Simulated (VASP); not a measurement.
Wanted: the native input for a VASP 6.6.1 run.

```
Task                   : single point
Functional             : PBE
Potentials or basis    : VASP PAW PBE potentials, release 64 (Si, C)
Cutoff                 : 520 eV
k mesh                 : 8 × 8 × 8
Occupations            : gaussian, width 0.01 eV
Spin                   : no spin polarisation
Dipole correction      : no
Further INCAR settings : ALGO = Normal; EDIFF = 1e-06; NBANDS = 11
```

The structure of SiC (Moissanite 3C) lies in POSCAR:

```
SiC
1.0
    0.0000000000      2.1495504440      2.1495504440
    2.1495504440      0.0000000000      2.1495504440
    2.1495504440      2.1495504440      0.0000000000
Si C
1 1
Direct
    0.0000000000      0.0000000000      0.0000000000
    0.2500000000      0.2500000000      0.2500000000
```

One way to write it, as run:

INCAR

```
PREC = Accurate
ENCUT = 520
EDIFF = 1E-6
ISMEAR = 0
SIGMA = 0.01
LREAL = False
LASPH = True
NELM = 80
ALGO = Normal
ISIF = 2
LWAVE = False
LCHARG = True
GGA = PE
LELF = True
LVHAR = True
NBANDS = 11
```

KPOINTS

```
regular mesh
0
Gamma
  8 8 8
```

Potentials or basis: VASP PAW PBE potentials, release 64 (Si, C).

Command:

```console
$ cat potpaw_PBE.64/Si/POTCAR potpaw_PBE.64/C/POTCAR > POTCAR
$ mpirun -np 1 vasp_std > vasp.out
```

Results of the run:

* Pressure: 13.1 GPa
* Band gap on the k mesh: 1.32 eV, indirect (least direct gap 4.58 eV)

It took 2.5 s on 1 thread of Intel(R) Xeon(R) 6975P-C (Granite Rapids), with other jobs on the host, peak memory 0.12 GiB.
